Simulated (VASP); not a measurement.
Write the native input for VASP 6.6.1 that does the following.

```
Task                   : single point
Functional             : PBE
Potentials or basis    : VASP PAW PBE potentials, release 64 (P, Ru_pv)
Cutoff                 : 520 eV
k mesh                 : 12 × 12 × 10
Occupations            : gaussian, width 0.1 eV
Spin                   : no spin polarisation
Dipole correction      : no
Further INCAR settings : ALGO = Normal; EDIFF = 1e-06; NBANDS = 57
```

The structure of PRu3 lies in POSCAR:

```
PRu3
1.0
    5.4999386910      0.0000000000      0.0000000000
   -2.7499693455      4.7630866256      0.0000000000
    0.0000000000      0.0000000000      4.0881487878
P Ru
2 6
Direct
    0.3333333333      0.6666666667      0.2500000000
    0.6666666667      0.3333333333      0.7500000000
    0.8279723023      0.6559446046      0.2500000000
    0.1720276977      0.8279723023      0.7500000000
    0.3440553954      0.1720276977      0.2500000000
    0.1720276977      0.3440553954      0.7500000000
    0.8279723023      0.1720276977      0.2500000000
    0.6559446046      0.8279723023      0.7500000000
```

The input as run:

INCAR

```
PREC = Accurate
ENCUT = 520
EDIFF = 1E-6
ISMEAR = 0
SIGMA = 0.1
LREAL = F
LASPH = T
NELM = 60
ALGO = Normal
ISIF = 2
LWAVE = F
LCHARG = F
GGA = PE
NBANDS = 57
```

KPOINTS

```
regular mesh
0
Gamma
  12 12 10
```

Potentials or basis: VASP PAW PBE potentials, release 64 (P, Ru_pv).

Launch:

```sh
$ cat potpaw_PBE.64/P/POTCAR potpaw_PBE.64/Ru_pv/POTCAR > POTCAR
$ mpirun -np 1 vasp_std > vasp.out
```

Results of the run:

| Quantity | Value |
| --- | --- |
| Pressure | 0.0 GPa |
| Largest force | 0.009 eV/Å |
| Band gap on the k mesh | zero (bands 47 and 48 overlap by 0.48 eV) |

It took 7.6 min on 1 thread of Intel(R) Xeon(R) 6975P-C (Granite Rapids), on a shared host, peak memory 0.57 GiB.
